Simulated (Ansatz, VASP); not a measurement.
**Two plane-wave programs on GaN**

```
Ga N
1.0
     0.00000    2.22757    2.22757
     2.22757    0.00000    2.22757
     2.22757    2.22757    0.00000
Ga N
1 1
Direct
  0.00000 0.00000 0.00000
  0.25000 0.25000 0.25000
```

Alike in both runs: functional LDA; k mesh 17 × 17 × 17; occupations fermi-dirac, width 0.05 eV; no spin polarisation.

Ansatz relaxed the structure, and its values are those at the end. VASP's run is a single point on that final structure, the one shown.

```csv
,VASP,Ansatz
version,VASP 6.6.1,Ansatz 0.2.0
potentials or method,"VASP PAW LDA potentials, release 64 (Ga_d, N)","PAW with Ansatz's default frozen-core files, scalar-relativistic"
plane-wave cutoff (eV),520,420
valence electrons in the cell,18,18
```

Ansatz gave:

| Item | Value |
| --- | --- |
| pressure (GPa) | 0.0 |

Task: What did VASP give for the same quantities?

Result: Pressure (GPa): 1.2.

LDA's correlation is that of Perdew and Zunger in VASP and of Perdew and Wang (1992) in Ansatz.
